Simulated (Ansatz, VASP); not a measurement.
ReBPt: VASP beside Ansatz

```
CELL_PARAMETERS angstrom
3.76190 0.00000 0.00000
-1.88095 3.25791 0.00000
0.00000 0.00000 3.30161
ATOMIC_POSITIONS crystal
Re 0.00000 0.00000 0.50000
B 0.33333 0.66667 0.50000
Pt 0.66667 0.33333 0.00000
```

Change from the starting cell: species swapped into the DyCuGe type (P-6m2, No. 187).

Alike in both runs: task single point; functional PBE; k mesh 6 × 6 × 6; occupations gaussian, width 0.1 eV; no spin polarisation.

|  | VASP | Ansatz |
| --- | --- | --- |
| version | VASP 6.6.1 | Ansatz 0.2.0 |
| potentials or method | VASP PAW PBE potentials, release 64 (Re_sv_GW, B, Pt_sv_GW), cutoff 570 eV | scalar-relativistic, plane waves, PAW |
| valence electrons in the cell | 36 | 36 |

VASP gave:

* gap on the k mesh at the Fermi level (eV): none
* pressure (GPa): -6.4
* traceless stress, the component that is largest in VASP (GPa): 0.91

Question: Estimate Ansatz's values.

Answer: gap on the k mesh at the Fermi level (eV): none; pressure (GPa): -5.3; traceless stress, the component that is largest in VASP (GPa): 0.88.

A gap of «none» marks a metal or a gap that the smearing closes.

Spin-orbit coupling is off throughout.
